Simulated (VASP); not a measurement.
A run of VASP 6.6.1:

File INCAR:

```
PREC     = Accurate       # precision mode
ENCUT    = 520            # plane-wave cutoff, eV
EDIFF    = 1E-7           # SCF threshold, eV
ISMEAR   = 1              # smearing method
SIGMA    = 0.1            # smearing width, eV
LREAL    = Auto         
LASPH    = T              # aspherical terms in the spheres
NELM     = 100            # most SCF steps
ALGO     = Normal         # electronic algorithm
ISIF     = 2              # what is computed and relaxed
LWAVE    = F              # write WAVECAR
LCHARG   = F              # write CHGCAR
GGA      = PE             # functional
NBANDS   = 134            # bands
```

Contents of KPOINTS:

```
regular mesh
0
Gamma
  6 6 6
```

POSCAR

```
Rh
1.0
   -3.8296348835      3.8296348835      3.8296348835
    3.8296348835     -3.8296348835      3.8296348835
    3.8296348835      3.8296348835     -3.8296348835
Rh
16
Direct
    0.0000000000      0.0000000000      0.0000000000
    0.0000000000      0.2500000000      0.7500000000
    0.0000000000      0.5000000000      0.5000000000
    0.0000000000      0.7500000000      0.2500000000
    0.2500000000      0.0000000000      0.7500000000
    0.2500000000      0.2500000000      0.5000000000
    0.2500000000      0.5000000000      0.2500000000
    0.2500000000      0.7500000000      0.0000000000
    0.5000000000      0.0000000000      0.5000000000
    0.5000000000      0.2500000000      0.2500000000
    0.5000000000      0.5000000000      0.0000000000
    0.5000000000      0.7500000000      0.7500000000
    0.7500000000      0.0000000000      0.2500000000
    0.7500000000      0.2500000000      0.0000000000
    0.7500000000      0.5000000000      0.7500000000
    0.7500000000      0.7500000000      0.5000000000
```

Potentials or basis: VASP PAW PBE potentials, release 64 (Rh_pv).

Launch:

```bash
$ cat potpaw_PBE.64/Rh_pv/POTCAR > POTCAR
$ mpirun -np 1 vasp_std > vasp.out
```

Hardware: 1 thread of Intel(R) Xeon(R) Platinum 8259CL CPU @ 2.50GHz (Skylake/Cascade Lake) (shared host).

Task: How long does it take, and how much memory?

Result: It took 16 min on 1 thread of Intel(R) Xeon(R) Platinum 8259CL CPU @ 2.50GHz (Skylake/Cascade Lake) (shared host), peak memory 0.51 GiB. Counts: scf iterations 14, k points 16.
